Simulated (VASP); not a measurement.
# RbHgBr3 (P6_3/mmc) in VASP: single point with r2SCAN

Aim: the single point of RbHgBr3 with r2SCAN.

Program: VASP 6.6.1. These are calculated values, not measurements. Logs are shortened: lines on timing, memory, paths and dates and some standing lists are left out, and cuts for length are marked.

**1. The cell of the first run**

The structure is hexagonal, space group P6_3/mmc (No. 194). The conventional cell has a = 7.656 Å, b = 7.656 Å, c = 6.861 Å, α = 90.00°, β = 90.00°, γ = 120.00°. Rb (site symmetry -6m2) has 12 Br at 3.83 to 4.06 Å and 6 Hg at 4.74 Å within 5.0 Å. Br (site symmetry mm2) has 2 Hg at 2.83 Å and 4 Br at 3.76 to 3.89 Å and 2 Rb at 3.83 Å within 3.9 Å. Hg (site symmetry -3m) has 6 Br at 2.83 Å and 2 Hg at 3.43 Å within 3.7 Å.

**2. Single point, r2SCAN**

POSCAR reads:

```
RbHgBr3
1.0
    7.6564118636      0.0000002789      0.0000000000
   -3.8282061733      6.6306470362      0.0000000000
    0.0000000000      0.0000000000      6.8606077263
Rb Br Hg
2 6 2
Direct
    0.6666666667      0.3333333333      0.2500000000
    0.3333333333      0.6666666667      0.7500000000
    0.1695316659      0.8304683341      0.2500000000
    0.3390633317      0.1695316659      0.7500000000
    0.1695316659      0.3390633317      0.2500000000
    0.8304683341      0.1695316659      0.7500000000
    0.6609366683      0.8304683341      0.2500000000
    0.8304683341      0.6609366683      0.7500000000
    0.0000000000      0.0000000000      0.0000000000
    0.0000000000      0.0000000000      0.5000000000
```

INCAR.step1 reads:

```
SYSTEM = RbHgBr3
  PREC = Accurate
  ENCUT = 520
  ISMEAR = -1
  SIGMA = 0.1
  LREAL = .FALSE.
  LASPH = .TRUE.
  NELM = 60
  NBANDS = 53
  GGA = PE
  ALGO = Normal
  EDIFF = 1E-4
  LWAVE = .TRUE.
  LCHARG = .FALSE.
```

INCAR.step2 reads:

```
SYSTEM = RbHgBr3
  PREC = Accurate
  ENCUT = 520
  EDIFF = 1E-6
  ISMEAR = -1
  SIGMA = 0.1
  LREAL = .FALSE.
  LASPH = .TRUE.
  NELM = 60
  ALGO = Normal
  ISIF = 2
  LWAVE = .FALSE.
  LCHARG = .FALSE.
  METAGGA = R2SCAN
  LMIXTAU = .TRUE.
  NBANDS = 53
  ISTART = 1
```

KPOINTS reads:

```
Automatic mesh
0
G
  4 4 4
  0 0 0
```

Potentials or basis: VASP PAW PBE potentials, release 64 (Rb_sv, Br, Hg).

Started as:

```sh
> cat potpaw_PBE.64/Rb_sv/POTCAR potpaw_PBE.64/Br/POTCAR potpaw_PBE.64/Hg/POTCAR > POTCAR
> cp INCAR.step1 INCAR
> mpirun -np 1 vasp_std > vasp.out
> cp INCAR.step2 INCAR
> mpirun -np 1 vasp_std > vasp.out
```

OUTCAR:

```text
SYSTEM = RbHgBr3
   PREC = Accurate
   ENCUT = 520
   EDIFF = 1E-6
   ISMEAR = -1
   LREAL = .FALSE.
   LASPH = .TRUE.
   NELM = 60
   ISIF = 2
   METAGGA = R2SCAN
   ISTART = 1

 ion  position               nearest neighbor table
   1  0.667  0.333  0.250-   7 3.83   7 3.83   3 3.83   3 3.83   5 3.83   5 3.83   6 4.06   6 4.06
                             8 4.06   8 4.06   4 4.06   4 4.06  10 4.74   9 4.74   9 4.74  10 4.74
   2  0.333  0.667  0.750-   4 3.83   4 3.83   6 3.83   6 3.83   8 3.83   8 3.83   3 4.06   3 4.06
                             5 4.06   5 4.06   7 4.06   7 4.06  10 4.74   9 4.74   9 4.74  10 4.74
   3  0.170  0.830  0.250-   9 2.83  10 2.83   1 3.83   1 3.83   2 4.06   2 4.06
   4  0.339  0.170  0.750-   9 2.83  10 2.83   2 3.83   2 3.83   1 4.06   1 4.06
   5  0.170  0.339  0.250-   9 2.83  10 2.83   1 3.83   1 3.83   2 4.06   2 4.06
   6  0.830  0.170  0.750-   9 2.83  10 2.83   2 3.83   2 3.83   1 4.06   1 4.06
   7  0.661  0.830  0.250-   9 2.83  10 2.83   1 3.83   1 3.83   2 4.06   2 4.06
   8  0.830  0.661  0.750-   9 2.83  10 2.83   2 3.83   2 3.83   1 4.06   1 4.06
   9  0.000  0.000  0.000-   5 2.83   8 2.83   7 2.83   4 2.83   3 2.83   6 2.83  10 3.43  10 3.43
                             1 4.74   2 4.74   2 4.74   1 4.74   1 4.74   2 4.74
  10  0.000  0.000  0.500-   5 2.83   8 2.83   7 2.83   4 2.83   3 2.83   6 2.83   9 3.43   9 3.43
                             1 4.74   2 4.74   2 4.74   1 4.74   1 4.74   2 4.74

  LATTYP: Found a hexagonal cell.
 ALAT       =     7.6564118636
 C/A-ratio  =     0.8960604326

  Lattice vectors:

 A1 = (   7.6564118636,   0.0000002789,   0.0000000000)
 A2 = (  -3.8282061733,   6.6306470362,   0.0000000000)
 A3 = (   0.0000000000,   0.0000000000,   6.8606077263)

Analysis of symmetry for initial positions (statically):
=====================================================================
 Subroutine PRICEL returns:
 Original cell was already a primitive cell.

 Routine SETGRP: Setting up the symmetry group for a
 hexagonal supercell.

 Subroutine GETGRP returns: Found 24 space group operations
 (whereof 12 operations were pure point group operations)
 out of a pool of 24 trial point group operations.

The static configuration has the point symmetry D_3d.
 The point group associated with its full space group is D_6h.

Analysis of symmetry for dynamics (positions and initial velocities):
=====================================================================
 Subroutine PRICEL returns:
 Original cell was already a primitive cell.

 Routine SETGRP: Setting up the symmetry group for a
 hexagonal supercell.

 Subroutine GETGRP returns: Found 24 space group operations
 (whereof 12 operations were pure point group operations)
 out of a pool of 24 trial point group operations.

The dynamic configuration has the point symmetry D_3d.
 The point group associated with its full space group is D_6h.

 Subroutine INISYM returns: Found 24 space group operations
 (whereof 12 operations are pure point group operations),
 and found     1 'primitive' translations

----------------------------------------------------------------------------------------

                                     Primitive cell

  volume of cell :     348.2922

  direct lattice vectors                    reciprocal lattice vectors
     7.656411864  0.000000279  0.000000000     0.130609481  0.075407425  0.000000000
    -3.828206173  6.630647036  0.000000000    -0.000000005  0.150814841  0.000000000
     0.000000000  0.000000000  6.860607726     0.000000000  0.000000000  0.145759682

  length of vectors
     7.656411864  7.656411864  6.860607726     0.150814841  0.150814841  0.145759682

  position of ions in fractional coordinates (direct lattice)
     0.666666667  0.333333333  0.250000000
     0.333333333  0.666666667  0.750000000
     0.169531666  0.830468334  0.250000000
     0.339063332  0.169531666  0.750000000
     0.169531666  0.339063332  0.250000000
     0.830468334  0.169531666  0.750000000
     0.660936668  0.830468334  0.250000000
     0.830468334  0.660936668  0.750000000
     0.000000000  0.000000000  0.000000000
     0.000000000  0.000000000  0.500000000

  ion indices of the primitive-cell ions
   primitive index   ion index
                 1           1
                 2           2
                 3           3
                 4           4
                 5           5
                 6           6
                 7           7
                 8           8
                 9           9
                10          10

----------------------------------------------------------------------------------------

 KPOINTS: Automatic mesh

Automatic generation of k-mesh.
 Grid dimensions read from file:
 generate k-points for:    4    4    4

 Generating k-lattice:

  Cartesian coordinates                     Fractional coordinates (reciprocal lattice)
     0.032652370  0.018851856  0.000000000     0.250000000  0.000000000  0.000000000
    -0.000000001  0.037703710  0.000000000     0.000000000  0.250000000  0.000000000
     0.000000000  0.000000000  0.036439920     0.000000000  0.000000000  0.250000000

  Length of vectors
     0.037703710  0.037703710  0.036439920

  Shift w.r.t. Gamma in fractional coordinates (k-lattice)
     0.000000000  0.000000000  0.000000000

 Subroutine IBZKPT returns following result:
 ===========================================

 Found     12 irreducible k-points:

 Following reciprocal coordinates:
            Coordinates               Weight
  0.000000  0.000000  0.000000      1.000000
  0.250000  0.000000  0.000000      6.000000
  0.500000  0.000000  0.000000      3.000000
  0.250000  0.250000  0.000000      6.000000
  0.000000  0.000000  0.250000      2.000000
  0.250000  0.000000  0.250000     12.000000
  0.500000  0.000000  0.250000      6.000000
  0.250000  0.250000  0.250000     12.000000
  0.000000  0.000000  0.500000      1.000000
  0.250000  0.000000  0.500000      6.000000
  0.500000  0.000000  0.500000      3.000000
  0.250000  0.250000  0.500000      6.000000
   k-points           NKPTS =     12   k-points in BZ     NKDIM =     12   number of bands    NBANDS=     53
   number of dos      NEDOS =    301   number of ions     NIONS =     10
   total plane-waves  NPLWV = 194400
   dimension x,y,z NGX =    60 NGY =   60 NGZ =   54
   dimension x,y,z NGXF=   120 NGYF=  120 NGZF=  108
   ions per type =               2   6   2
   NGX,Y,Z   is equivalent  to a cutoff of  13.03, 13.03, 13.09 a.u.
   NGXF,Y,Z  is equivalent  to a cutoff of  26.06, 26.06, 26.17 a.u.
 SYSTEM =  RbHgBr3
   PREC   = accura    normal or accurate (medium, high low for compatibility)
   ISTART =      1    job   : 0-new  1-cont  2-samecut
   ICHARG =      0    charge: 1-file 2-atom 10-const
   ISPIN  =      1    spin polarized calculation?
   LNONCOLLINEAR =      F non collinear calculations
   LSORBIT =      F    spin-orbit coupling
   LASPH  =      T    aspherical Exc in radial PAW
   ENCUT  =  520.0 eV  38.22 Ry    6.18 a.u.  14.24 14.24 12.76*2*pi/ulx,y,z
   NELM   =     60;   NELMIN=  2; NELMDL=  0     # of ELM steps
   EDIFF  = 0.1E-05   stopping-criterion for ELM
   LREAL  =      F    real-space projection
   EDIFFG = 0.1E-04   stopping-criterion for IOM
   NSW    =      0    number of steps for IOM
   IBRION =     -1    ionic relax: 0-MD 1-quasi-New 2-CG
   NFREE  =      0    steps in history (QN), initial steepest desc. (CG)
   ISIF   =      2    stress and relaxation
   ISYM   =      2    0-nonsym 1-usesym 2-fastsym
   POTIM  = 0.5000    time-step for ionic-motion
   TEBEG  =    0.0;   TEEND  =   0.0 temperature during run
   PSTRESS=    0.0 pullay stress
   NELECT =      84.0000    total number of electrons
   NUPDOWN=      -1.0000    fix difference up-down
   EMIN   =  10.00;   EMAX   =-10.00  energy-range for DOS
   EFERMI =   0.00;   METHOD = LEGACY
   ISMEAR =    -1;   SIGMA  =   0.10  broadening in eV -4-tet -1-fermi 0-gaus
   EFERMI_NEDOS =   21; number of points for ismear=-14 and -15
   IALGO  =     38    algorithm
   IMIX   =      4    mixing-type and parameters
     AMIX     =   0.40;   BMIX     =  1.00
     AMIX_MAG =   1.60;   BMIX_MAG =  1.00
  volume/ion in A,a.u.               =      34.83       235.04
  Fermi-wavevector in a.u.,A,eV,Ry     =   1.019029  1.925686 14.128571  1.038421
  Thomas-Fermi vector in A             =   2.152520
   LORBIT       =      0    0 simple, 1 ext, 2 COOP (PROOUT), +10 PAW based schemes
   METAGGA = R2SCAN    functional components
   LHFCALC =     F    Hartree Fock is set to
   AEXX    =    0.0000 exact exchange contribution
   IVDW    =     0    specifies the selected vdW correction
   LEPSILON=     F    determine dielectric tensor
   LRPA    =     F    only Hartree local field effects (RPA)
 non-spin polarized calculation
  energy-cutoff  :      520.00
  volume of cell :      348.29
 maximum number of plane-waves:      9470
 NGX is ok and might be reduce to    60
   NGX = 29   NGY = 29   NGZ = 25

 number of electron      84.0000009 magnetization

 Free energy of the ion-electron system (eV)
  ---------------------------------------------------
  ext. energy  EPLUGINS =         0.00000000
  ---------------------------------------------------
  free energy    TOTEN  =      -217.14589411 eV

  energy without entropy =     -217.14586764  energy(sigma->0) =     -217.14588087

 E-fermi :   0.4714     XC(G=0):  -8.3325

 val. band max:       -0.6093004361   @ k =   0.0000   0.0000   0.0000
 cond. band min:       1.4253699496   @ k =   0.0000   0.0000   0.0000
 fundamental gap:      2.0346703857
 Fermi energy:         0.4713904912

 k-point     1 :       0.0000    0.0000    0.0000
  band No.  band energies     occupation
      1     -27.1777      2.00000
      2     -27.1768      2.00000
      3     -15.0302      2.00000
      4     -14.6756      2.00000
      5     -14.5435      2.00000
      6     -14.5435      2.00000
[... 45 lines left out ...]
     52       6.4313      0.00000
     53       6.4313      0.00000
[... 614 lines left out ...]
     52       7.0697      0.00000
     53       7.4675      0.00000

------------------------ aborting loop because EDIFF is reached ----------------------------------------

  FORCE on cell =-STRESS in cart. coord.  units (eV):
  Direction    XX          YY          ZZ          XY          YZ          ZX
  --------------------------------------------------------------------------------------
  -------------------------------------------------------------------------------------
  Total        0.2339898      0.2339898      0.3305834      0.0000000     -0.0000000      0.0000000
  in kB        1.0763752      1.0763752      1.5207151      0.0000000     -0.0000000      0.0000000
  external PRESSURE =       1.2244885 kB  Pullay stress =       0.0000000 kB

 VOLUME and BASIS-vectors are now :
 -----------------------------------------------------------------------------
  energy-cutoff  :      520.00
  volume of cell :      348.29
      direct lattice vectors                 reciprocal lattice vectors
     7.656411864  0.000000279  0.000000000     0.130609481  0.075407425  0.000000000
    -3.828206173  6.630647036  0.000000000    -0.000000005  0.150814841  0.000000000
     0.000000000  0.000000000  6.860607726     0.000000000  0.000000000  0.145759682

 POSITION                                       TOTAL-FORCE (eV/Angst)
 -----------------------------------------------------------------------------------
      3.82821      2.21022      1.71515         0.000000      0.000000     -0.000000
     -0.00000      4.42043      5.14546         0.000000     -0.000000     -0.000000
     -1.88120      5.50654      1.71515         0.036192     -0.020895      0.000000
      1.94701      1.12410      5.14546         0.036192      0.020895      0.000000
     -0.00000      2.24821      1.71515        -0.000000      0.041791      0.000000
      5.70941      1.12410      5.14546        -0.036192      0.020895     -0.000000
      1.88120      5.50654      1.71515        -0.036192     -0.020895     -0.000000
      3.82821      4.38244      5.14546         0.000000     -0.041791      0.000000
      0.00000      0.00000      0.00000         0.000000      0.000000     -0.000000
      0.00000      0.00000      3.43030         0.000000      0.000000     -0.000000
 -----------------------------------------------------------------------------------
    total drift:                               -0.000001      0.000001     -0.000000

  FREE ENERGIE OF THE ION-ELECTRON SYSTEM (eV)
  ---------------------------------------------------
  free  energy   TOTEN  =      -217.1458941058 eV

  energy  without entropy=     -217.1458676376  energy(sigma->0) =     -217.14588087
```

Wall time 17 min (1 thread of Intel Xeon Platinum 8259CL at 2.50GHz (Skylake/Cascade Lake), shared host); peak memory 0.6 GiB.

Results:

- Free energy: -217.1459 eV
- Pressure: 0.1 GPa
- Largest force: 0.042 eV/Å
- Band gap on the k mesh: 2.03 eV

Forces on the atoms (eV/Å):
```
Rb   0.000  0.000  0.000
Rb   0.000  0.000  0.000
Br   0.036 -0.021  0.000
Br   0.036  0.021  0.000
Br   0.000  0.042  0.000
Br  -0.036  0.021  0.000
Br  -0.036 -0.021  0.000
Br   0.000 -0.042  0.000
Hg   0.000  0.000  0.000
Hg   0.000  0.000  0.000
```

Levels at points of the mesh, in eV from the valence-band top:
```csv
k point,band 38,band 39,band 40,band 41,band 42,band 43,band 44,band 45,band 46,band 47
"(0.00, 0.00, 0.00)",-0.66,-0.66,-0.56,0.00,0.00,2.03,2.10,5.30,5.68,6.14
"(0.50, 0.00, 0.00)",-1.04,-0.88,-0.79,-0.59,-0.04,2.42,3.11,5.53,6.67,6.92
"(0.00, 0.00, 0.50)",-0.79,-0.34,-0.34,-0.34,-0.34,2.26,2.26,5.57,5.57,6.02
"(0.50, 0.00, 0.50)",-0.96,-0.87,-0.87,-0.35,-0.35,2.88,2.88,6.20,6.20,6.63
```

Caveat: the PAW data sets were made with another functional, which shifts forces and pressure a little; spin-orbit coupling is left out, which moves the levels of the heavy elements. A k mesh can miss the band edges.
